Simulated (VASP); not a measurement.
# C (Fmmm) in VASP: a series of runs, part 3 of 3

VASP 6.6.1. Earlier steps stand in the parts before.

## Step 4: Single point, PBE+D3(BJ) (atoms shifted along a free coordinate)

Contents of INCAR:

```
SYSTEM = C
PREC = Accurate
ENCUT = 520
EDIFF = 1E-6
ISMEAR = 0
SIGMA = 0.03
LREAL = .FALSE.
LASPH = .TRUE.
NELM = 60
ALGO = Normal
ISIF = 2
LWAVE = .FALSE.
LCHARG = .FALSE.
GGA = PE
IVDW = 12
NBANDS = 11
```

Contents of KPOINTS:

```
regular mesh
0
G
  16 16 16
  0 0 0
```

Contents of POSCAR:

```
C
1.0
    0.0000000000      2.1895892675      3.4862287771
    1.2648346047      0.0000000000      3.4862287771
    1.2648346047      2.1895892675      0.0000000000
C
2
Direct
    0.1842684003      0.8157315997      0.1842684003
    0.8157315997      0.1842684003      0.8157315997
```

Potentials or basis: VASP PAW PBE potentials, release 64 (C).

Run with:

```sh
$ cat potpaw_PBE.64/C/POTCAR > POTCAR
$ mpirun -np 1 vasp_std > vasp.out
```

OUTCAR:

```text
SYSTEM = C
   PREC = Accurate
   ENCUT = 520
   EDIFF = 1E-6
   ISMEAR = 0
   LREAL = .FALSE.
   LASPH = .TRUE.
   NELM = 60
   ISIF = 2
   GGA = PE
   IVDW = 12
 IVDW          = 12

 ion  position               nearest neighbor table
   1  0.184  0.816  0.184-   2 1.39   2 1.39   2 1.61
   2  0.816  0.184  0.816-   1 1.39   1 1.39   1 1.61

  LATTYP: Found a face centered orthorhombic cell.
 ALAT       =     2.5296692094
 B/A-ratio  =     1.7311269468
 C/A-ratio  =     2.7562724519

  Lattice vectors:

 A1 = (   0.0000000000,   2.1895892675,   3.4862287771)
 A2 = (   1.2648346047,   0.0000000000,   3.4862287771)
 A3 = (   1.2648346047,   2.1895892675,   0.0000000000)

Analysis of symmetry for initial positions (statically):
=====================================================================
 Subroutine PRICEL returns:
 Original cell was already a primitive cell.

 Routine SETGRP: Setting up the symmetry group for a
 face centered orthorhombic supercell.

 Subroutine GETGRP returns: Found  8 space group operations
 (whereof  8 operations were pure point group operations)
 out of a pool of  8 trial point group operations.

The static configuration has the point symmetry D_2h.

Analysis of symmetry for dynamics (positions and initial velocities):
=====================================================================
 Subroutine PRICEL returns:
 Original cell was already a primitive cell.

 Routine SETGRP: Setting up the symmetry group for a
 face centered orthorhombic supercell.

 Subroutine GETGRP returns: Found  8 space group operations
 (whereof  8 operations were pure point group operations)
 out of a pool of  8 trial point group operations.

The dynamic configuration has the point symmetry D_2h.

 Subroutine INISYM returns: Found  8 space group operations
 (whereof  8 operations are pure point group operations),
 and found     1 'primitive' translations

----------------------------------------------------------------------------------------

                                     Primitive cell

  volume of cell :      19.3100

  direct lattice vectors                    reciprocal lattice vectors
     0.000000000  2.189589268  3.486228777    -0.395308603  0.228353330  0.143421454
     1.264834605  0.000000000  3.486228777     0.395308603 -0.228353330  0.143421454
     1.264834605  2.189589268  0.000000000     0.395308603  0.228353330 -0.143421454

  length of vectors
     4.116806073  3.708584321  2.528657299     0.478522568  0.478522568  0.478522568

  position of ions in fractional coordinates (direct lattice)
     0.184268400  0.815731600  0.184268400
     0.815731600  0.184268400  0.815731600

  ion indices of the primitive-cell ions
   primitive index   ion index
                 1           1
                 2           2

----------------------------------------------------------------------------------------

 KPOINTS: regular mesh

Automatic generation of k-mesh.
 Grid dimensions read from file:
 generate k-points for:   16   16   16

 Generating k-lattice:

  Cartesian coordinates                     Fractional coordinates (reciprocal lattice)
[... 21 lines left out ...]
  0.250000 -0.000000  0.000000      8.000000
  0.312500 -0.000000  0.000000      8.000000
[... 16 lines left out ...]
 -0.125000  0.062500  0.000000      8.000000
 -0.062500  0.062500  0.000000      4.000000
 [... further k-points ...]
   k-points           NKPTS =    621   k-points in BZ     NKDIM =    621   number of bands    NBANDS=     11
   number of dos      NEDOS =    301   number of ions     NIONS =      2
   total plane-waves  NPLWV =  17920
   dimension x,y,z NGX =    32 NGY =   28 NGZ =   20
   dimension x,y,z NGXF=    64 NGYF=   56 NGZF=   40
   ions per type =               2
   NGX,Y,Z   is equivalent  to a cutoff of  12.92, 12.55, 13.15 a.u.
   NGXF,Y,Z  is equivalent  to a cutoff of  25.84, 25.10, 26.30 a.u.
 SYSTEM =  C
   PREC   = accura    normal or accurate (medium, high low for compatibility)
   ISTART =      0    job   : 0-new  1-cont  2-samecut
   ICHARG =      2    charge: 1-file 2-atom 10-const
   ISPIN  =      1    spin polarized calculation?
   LNONCOLLINEAR =      F non collinear calculations
   LSORBIT =      F    spin-orbit coupling
   LASPH  =      T    aspherical Exc in radial PAW
   ENCUT  =  520.0 eV  38.22 Ry    6.18 a.u.   7.65  6.90  4.70*2*pi/ulx,y,z
   NELM   =     60;   NELMIN=  2; NELMDL= -5     # of ELM steps
   EDIFF  = 0.1E-05   stopping-criterion for ELM
   LREAL  =      F    real-space projection
   EDIFFG = 0.1E-04   stopping-criterion for IOM
   NSW    =      0    number of steps for IOM
   IBRION =     -1    ionic relax: 0-MD 1-quasi-New 2-CG
   NFREE  =      0    steps in history (QN), initial steepest desc. (CG)
   ISIF   =      2    stress and relaxation
   ISYM   =      2    0-nonsym 1-usesym 2-fastsym
   POTIM  = 0.5000    time-step for ionic-motion
   TEBEG  =    0.0;   TEEND  =   0.0 temperature during run
   PSTRESS=    0.0 pullay stress
   NELECT =       8.0000    total number of electrons
   NUPDOWN=      -1.0000    fix difference up-down
   EMIN   =  10.00;   EMAX   =-10.00  energy-range for DOS
   EFERMI =   0.00;   METHOD = LEGACY
   ISMEAR =     0;   SIGMA  =   0.03  broadening in eV -4-tet -1-fermi 0-gaus
   EFERMI_NEDOS =   21; number of points for ismear=-14 and -15
   IALGO  =     38    algorithm
   IMIX   =      4    mixing-type and parameters
     AMIX     =   0.40;   BMIX     =  1.00
     AMIX_MAG =   1.60;   BMIX_MAG =  1.00
  volume/ion in A,a.u.               =       9.65        65.16
  Fermi-wavevector in a.u.,A,eV,Ry     =   1.220424  2.306267 20.264990  1.489435
  Thomas-Fermi vector in A             =   2.355642
   LORBIT       =      0    0 simple, 1 ext, 2 COOP (PROOUT), +10 PAW based schemes
   GGA     = PE    functional components
   LHFCALC =     F    Hartree Fock is set to
   AEXX    =    0.0000 exact exchange contribution
   IVDW    =    12    specifies the selected vdW correction
   LEPSILON=     F    determine dielectric tensor
   LRPA    =     F    only Hartree local field effects (RPA)
 non-spin polarized calculation
 Gauss-broadening in eV      SIGMA  =   0.03
  energy-cutoff  :      520.00
  volume of cell :       19.31
 maximum number of plane-waves:       531
   NGX = 15   NGY = 13   NGZ =  9

 number of electron       8.0000000 magnetization

 Free energy of the ion-electron system (eV)
  ---------------------------------------------------
  ext. energy  EPLUGINS =         0.00000000
  ---------------------------------------------------
  free energy    TOTEN  =       -17.88960293 eV

  energy without entropy =      -17.88957358  energy(sigma->0) =      -17.88958825

 E-fermi :   3.8171     XC(G=0):  -9.8938

 val. band max:        3.8067899465   @ k =  -0.3125   0.0000   0.3125
 cond. band min:       3.8274822928   @ k =  -0.3125   0.0000   0.3125
 fundamental gap:      0.0206923463
 Fermi energy:         3.8171361195

 k-point     1 :       0.0000    0.0000    0.0000
  band No.  band energies     occupation
      1     -15.1559      2.00000
      2      -2.3900      2.00000
      3      -1.2087      2.00000
      4       3.1940      2.00000
      5       8.2007      0.00000
      6       8.9130      0.00000
      7      14.5063      0.00000
      8      14.7222      0.00000
      9      14.9609      0.00000
     10      25.2361      0.00000
     11      27.8198      0.00000
[... 309 lines left out ...]
 k-point    24 :      -0.0625    0.0625    0.0000
  band No.  band energies     occupation
      1     -14.8079      2.00000
      2      -2.1108      2.00000
      3      -1.9823      2.00000
      4       2.0530      2.00000
      5       8.6082      0.00000
      6       9.7493      0.00000
      7      13.1968      0.00000
      8      15.0802      0.00000
      9      16.0102      0.00000
     10      26.0079      0.00000
     11      26.3814      0.00000

 [... further k-points ...]

------------------------ aborting loop because EDIFF is reached ----------------------------------------

 Edisp (eV)   -0.29327

 E8    (eV) :    -0.0827

  FORCE on cell =-STRESS in cart. coord.  units (eV):
  Direction    XX          YY          ZZ          XY          YZ          ZX
  --------------------------------------------------------------------------------------
  -------------------------------------------------------------------------------------
  Total      -1.38305    -2.77253    -0.08065    -0.00000     0.00000     0.00000
  in kB    -114.75375  -230.04044    -6.69197    -0.00000     0.00000     0.00000
  external pressure =     -117.16 kB  Pullay stress =        0.00 kB

 VOLUME and BASIS-vectors are now :
 -----------------------------------------------------------------------------
  energy-cutoff  :      520.00
  volume of cell :       19.31
      direct lattice vectors                 reciprocal lattice vectors
     0.000000000  2.189589268  3.486228777    -0.395308603  0.228353330  0.143421454
     1.264834605  0.000000000  3.486228777     0.395308603 -0.228353330  0.143421454
     1.264834605  2.189589268  0.000000000     0.395308603  0.228353330 -0.143421454

 POSITION                                       TOTAL-FORCE (eV/Angst)
 -----------------------------------------------------------------------------------
      1.26483      0.80694      3.48623         0.000000     -5.582664      0.000000
      1.26483      3.57223      3.48623         0.000000      5.582664      0.000000
 -----------------------------------------------------------------------------------
    total drift:                               -0.000000     -0.000000     -0.000000

  FREE ENERGIE OF THE ION-ELECTRON SYSTEM (eV)
  ---------------------------------------------------
  free  energy   TOTEN  =       -18.1828778914 eV

  energy  without entropy=      -18.1828485404  energy(sigma->0) =      -18.18286322
```

stdout:

```text
POSCAR found type information on POSCAR C
 POSCAR found :  1 types and       2 ions
 scaLAPACK will be used
 LDA part: xc-table for (Slater+PW92), standard interpolation
 POSCAR, INCAR and KPOINTS ok, starting setup
 FFT: planning ... GRIDC
 FFT: planning ... GRID_SOFT
 FFT: planning ... GRID
 WAVECAR not read
 entering main loop
```

Wall time 43 s (1 thread of Intel Xeon 6975P-C (Granite Rapids), shared host); peak memory 0.23 GiB.

What came out:

```yaml
Free_energy: -18.1829 eV
Pressure: -11.7 GPa
Largest_force: 5.583 eV/Å
Dispersion_energy_per_atom: -0.147 eV
```

Forces in eV/Å, atoms in the order of the input:
```
C    0.000 -5.583  0.000
C    0.000  5.583  0.000
```

Caveat: the cell differs from its parent crystal (atoms shifted along a free coordinate); the stress differs along the axes, from -23 to -1 GPa; forces of over 1 eV/Å act on the atoms, so gaps and moduli don't describe the material at rest.

## Step 5: Single point, PBE+D3(BJ) (atoms shifted along a free coordinate)

Contents of INCAR:

```
PREC = Accurate ; ENCUT = 520
EDIFF = 1E-7 ; ISMEAR = 0
SIGMA = 0.03 ; LREAL = False
LASPH = True ; NELM = 80
ALGO = Normal ; ISIF = 2
LWAVE = False ; LCHARG = True
GGA = PE ; IVDW = 12
LELF = True ; LVHAR = True
NBANDS = 11
```

Contents of KPOINTS:

```
Automatic mesh
0
Gamma
  16 16 16
```

Contents of POSCAR:

```
C
1.0
    0.0000000000      2.1895892675      3.4862287771
    1.2648346047      0.0000000000      3.4862287771
    1.2648346047      2.1895892675      0.0000000000
C
2
Direct
    0.2018401999      0.7981598001      0.2018401999
    0.7981598001      0.2018401999      0.7981598001
```

Run with:

```sh
$ cat potpaw_PBE.64/C/POTCAR > POTCAR
$ mpirun -np 1 vasp_std > vasp.out
```

Wall time 45 s (1 thread of Intel Xeon 6975P-C (Granite Rapids), shared host); peak memory 0.23 GiB.

Results (log left out):

```yaml
Free_energy: -17.1578 eV
Pressure: 2.8 GPa
Largest_force: 6.809 eV/Å
Band_gap_on_the_k_mesh: zero (bands 4 and 5 overlap by 1.94 eV)
Dispersion_energy_per_atom: -0.149 eV
```

Forces in eV/Å, atoms in the order of the input:
```
C    0.000 -6.809  0.000
C    0.000  6.809  0.000
```

Stress tensor (GPa, compression positive):
```
12.75  0.00  0.00
 0.00 -3.61  0.00
 0.00  0.00 -0.81
```

Levels at points of the mesh, in eV from the Fermi level:
```tsv
k point	band 1	band 2	band 3	band 4	band 5	band 6	band 7	band 8	band 9
(0.00, 0.00, 0.00)	-19.45	-7.25	-6.73	1.47	2.35	4.15	10.60	10.86	13.41
(0.50, 0.00, 0.00)	-14.42	-14.24	-4.68	-1.81	-0.06	4.16	12.10	12.36	18.51
(0.50, 0.50, 0.00)	-19.23	-8.32	-7.27	1.56	2.40	9.39	10.61	10.83	13.24
(0.50, 0.00, 0.50)	-15.30	-11.22	-8.85	-3.67	5.55	5.83	10.45	11.65	14.70
(0.00, 0.50, 0.50)	-15.14	-11.06	-8.88	-4.66	3.75	5.54	11.73	14.72	15.80
```

Caveat: the cell differs from its parent crystal (atoms shifted along a free coordinate); the stress differs along the axes, from -4 to 13 GPa; forces of over 1 eV/Å act on the atoms, so gaps and moduli don't describe the material at rest.

## Step 6: Overview

| cell | gap on the mesh (eV) | pressure (GPa) | largest force (eV/Å) |
| --- | --- | --- | --- |
| as given, atomic positions A | none | 28.6 | 21.54 |
| as given, atomic positions B | - | -18.8 | 0.02 |
| as given, atomic positions C | - | -11.7 | 5.58 |
| as given, atomic positions D | none | 2.8 | 6.81 |

Alike in all rows: task single point; level PBE+D3(BJ); potentials or basis VASP PAW PBE potentials, release 64 (C); no spin polarisation; k mesh 16 × 16 × 16; cutoff (eV) 520; smearing gaussian 0.03 eV.

Caveats: forces of over 1 eV/Å act on the atoms, so gaps and moduli don't describe the material at rest (at least some runs); the stress differs along the axes, from -13 to 101 GPa (at least some runs); the stress differs along the axes, from -28 to -0 GPa (at least some runs); the stress differs along the axes, from -23 to -1 GPa (at least some runs); the stress differs along the axes, from -4 to 13 GPa (at least some runs).

Absolute energies hang on the potentials; compare differences alone.

The gap in the log of VASP goes by the Fermi energy; the results here count the filled bands.